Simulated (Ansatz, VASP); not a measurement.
## MnO: VASP beside Ansatz

Contents of INCAR:

```
ALGO = Normal ; EDIFF = 1E-6
ENCUT = 520 ; GGA = CA
ISIF = 2 ; ISMEAR = -1
ISPIN = 2 ; LASPH = T
LCHARG = F ; LMAXMIX = 4
LORBIT = 11 ; LREAL = F
LWAVE = F ; MAGMOM = 4 0
NBANDS = 20 ; NELM = 150
PREC = Accurate ; SIGMA = 0.05
```

The input KPOINTS:

```
k-points
0
Gamma
  10 10 10
```

POSCAR

```
MnO
1.0
    0.0000000000      2.2531730023      2.2531730023
    2.2531730023      0.0000000000      2.2531730023
    2.2531730023      2.2531730023      0.0000000000
Mn O
1 1
Direct
    0.0000000000      0.0000000000      0.0000000000
    0.5000000000      0.5000000000      0.5000000000
```

input.yaml

```yaml
crystal:
  lattice:
    - [0.0, 2.2531730023, 2.2531730023]
    - [2.2531730023, 0.0, 2.2531730023]
    - [2.2531730023, 2.2531730023, 0.0]
  atoms:
    - { symbol: Mn, position: [0.0, 0.0, 0.0], spin: 4.0 }
    - { symbol: O, position: [0.5, 0.5, 0.5] }
kpoints:
  mp_grid: { grid: [10, 10, 10] }
scf:
  occupations: { method: fermi_dirac, width: 0.05 }
hamiltonian:
  xc: lda
  pseudopotentials: { kind: all_electron, lapw: { basis_error: 0.001 } }
magnetization:
  spin_polarized: true
output:
  forces: true
  stress: true
  eigenvalues: true
```

Change from the starting cell: volume scaled by 1.04.

Alike in both runs: task single point; functional LDA; k mesh 10 × 10 × 10; occupations fermi-dirac, width 0.05 eV; collinear spin.

```csv
,VASP,Ansatz
version,VASP 6.6.1,Ansatz 0.2.0
potentials or method,"VASP PAW LDA potentials, release 64 (Mn_pv, O), cutoff 520 eV","all-electron LAPW, scalar-relativistic"
```

```tsv
	VASP	Ansatz	Ansatz less VASP
gap on the k mesh at the Fermi level (eV)	none	none	-
pressure (GPa)	-19.9	-18.5	+1.39
net moment per atom (μB)	2.33	2.37	+0.042
size of the moment on the site where the two differ most (μB)	4.22	4.29	+0.076
```

LDA's correlation is that of Perdew and Zunger in VASP and of Perdew and Wang (1992) in Ansatz. Site moments also hang on the region over which each program counts them. A gap of «none» marks a metal or a gap that the smearing closes. Ansatz ran all-electron here, and VASP with PAW potentials.
